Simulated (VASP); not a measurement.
A run of VASP 6.6.1 is set up as follows.

File INCAR:

```
PREC = Accurate
ENCUT = 520
EDIFF = 1E-7
ISMEAR = -1
SIGMA = 0.05
LREAL = False
LASPH = True
NELM = 80
ALGO = Normal
ISIF = 2
LWAVE = False
LCHARG = False
GGA = PE
IVDW = 12
NBANDS = 53
```

KPOINTS

```
regular mesh
0
Gamma
  4 4 3
```

Contents of POSCAR:

```
Hf2Pd2Se2Br2O3
1.0
    5.7206709200     -0.0018629359     -0.0037461681
   -0.5207304485      5.7897066042     -0.0305760524
   -1.4821452774     -0.9125675255      6.5540055932
Hf Pd Se Br O
2 2 2 2 3
Direct
    0.7442045452      0.3959231659      0.3477746208
    0.2887812513      0.4541903564      0.5959775665
    0.9101557669      0.1313269746      0.8491572779
    0.2510730583      0.9028792180      0.3578296109
    0.6346351407      0.4048806027      0.9360359918
    0.6282683694      0.7858310210      0.5316710915
    0.8467339435      0.9843047178      0.1524629208
    0.2310105873      0.8249402680      0.8684399205
    0.9605346961      0.2896405178      0.5918579460
    0.4300199227      0.2441844037      0.4045809052
    0.0745927186      0.5818987539      0.3642321482
```

Potentials or basis: VASP PAW PBE potentials, release 64 (Hf_pv, Pd, Se, Br, O).

Run with:

```bash
$ cat potpaw_PBE.64/Hf_pv/POTCAR potpaw_PBE.64/Pd/POTCAR potpaw_PBE.64/Se/POTCAR potpaw_PBE.64/Br/POTCAR potpaw_PBE.64/O/POTCAR > POTCAR
$ mpirun -np 1 vasp_std > vasp.out
```

(1) What does it give for the pressure?

(2) What does it give for the largest force?

(3) What does it give for the band gap on the k mesh?

Answers

(1) -0.9 GPa.

(2) 0.181 eV/Å.

(3) 0.16 eV (least direct gap 0.37 eV).

Caveat: three body term missing; semilocal functionals underestimate gaps, and a narrow one can read as zero; spin-orbit coupling is left out, which moves the levels of the heavy elements.
